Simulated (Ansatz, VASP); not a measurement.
One calculation of Ti, two programs

Contents of INCAR:

```
PREC     = Accurate       # precision mode
ENCUT    = 520            # plane-wave cutoff, eV
EDIFF    = 1E-6           # SCF threshold, eV
ISMEAR   = 1              # smearing method
SIGMA    = 0.2            # smearing width, eV
LREAL    = F              # projectors in reciprocal space
LASPH    = T              # aspherical terms in the spheres
NELM     = 80             # most SCF steps
ALGO     = Normal         # electronic algorithm
ISIF     = 2              # what is computed and relaxed
LWAVE    = F              # write WAVECAR
LCHARG   = F              # write CHGCAR
GGA      = PE             # functional
NBANDS   = 19             # bands
```

The input KPOINTS:

```
Automatic mesh
0
Gamma
  12 12 7
```

File POSCAR:

```
Ti
1.0
    2.9390756844      0.0000000000      0.0000000000
   -1.4695378422      2.5453142064      0.0000000000
    0.0000000000      0.0000000000      4.6559893251
Ti
2
Direct
    0.3333333333      0.6666666667      0.2500000000
    0.6666666667      0.3333333333      0.7500000000
```

Input for Ansatz:

```yaml
crystal:
  lattice:
    - [2.9390756844, 0.0, 0.0]
    - [-1.4695378422, 2.5453142064, 0.0]
    - [0.0, 0.0, 4.6559893251]
  atoms:
    - { symbol: Ti, position: [0.3333333333, 0.6666666667, 0.25] }
    - { symbol: Ti, position: [0.6666666667, 0.3333333333, 0.75] }
hamiltonian:
  xc: pbe
  pseudopotentials:
    kind: paw
    azcp:
      Ti: "pseudopotentials/Ti.paw.azcp"
basis:
  ecutwfc: 420
  fft_grid_basis: typed
kpoints:
  mp_grid: { grid: [12, 12, 7], shift: [0, 0, 0] }
magnetization:
  spin_polarized: false
scf:
  occupations: { method: cold, width: 0.2 }
  lower_state_search: "off"
output:
  stress: true
```

Alike in both runs: task single point; functional PBE; k mesh 12 × 12 × 7; no spin polarisation.

|  | VASP | Ansatz |
| --- | --- | --- |
| version | VASP 6.6.1 | Ansatz 0.2.0 |
| potentials or method | VASP PAW PBE potentials, release 64 (Ti_sv), cutoff 520 eV | plane waves (420 eV) with PAW, scalar-relativistic |
| occupations | methfessel-paxton of order 1, width 0.2 eV | cold, width 0.2 eV |
| valence electrons in the cell | 24 | 24 |

```tsv
	VASP	Ansatz	Ansatz less VASP
pressure (GPa)	-0.4	-0.2	+0.24
traceless stress, the component that is largest in VASP (GPa)	-0.13	-0.11	+0.020
```
